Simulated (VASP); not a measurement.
**Pt: single point with PBE**

Crystal: Pt.

```
CELL_PARAMETERS angstrom
-1.71096 1.71096 1.71096
1.71096 -1.71096 1.71096
1.71096 1.71096 -1.71096
ATOMIC_POSITIONS crystal
Pt 0.00000 0.00000 0.00000
```

This cell differs from its parent crystal: strain +0.080 along x and y, +0.080 along z.

```yaml
Program: VASP 6.6.1
Task: single point
Functional: PBE
Potentials_or_basis: VASP PAW PBE potentials, release 64 (Pt)
Cutoff: 520 eV
k_mesh: 22 × 22 × 22
Occupations: gaussian, width 0.15 eV
Spin: no spin polarisation
```

- Pressure: -29.3 GPa
- Band gap on the k mesh: zero (bands 5 and 6 overlap by 1.41 eV)

Levels at points of the mesh, in eV from the Fermi level:
| k point | band 1 | band 2 | band 3 | band 4 | band 5 | band 6 | band 7 | band 8 | band 9 | band 10 |
| --- | --- | --- | --- | --- | --- | --- | --- | --- | --- | --- |
| (0.00, 0.00, 0.00) | -7.29 | -2.40 | -2.40 | -2.40 | -0.67 | -0.67 | 16.90 | 16.90 | 16.90 | 23.03 |
| (0.50, 0.00, 0.00) | -4.61 | -3.36 | -0.82 | -0.49 | 0.64 | 1.01 | 4.56 | 12.97 | 13.94 | 21.10 |
| (0.50, 0.50, 0.50) | -4.09 | -4.09 | 0.30 | 0.30 | 0.30 | 7.17 | 7.17 | 7.17 | 9.65 | 16.05 |

It took 71 s on 1 thread of Intel Xeon 8259CL, with other jobs on the host, peak memory 0.2 GiB.

Caveat: the cell differs from its parent crystal (strain +0.080 along x and y, +0.080 along z); the cell stands under tension; spin-orbit coupling is left out, which moves the levels of the heavy elements.
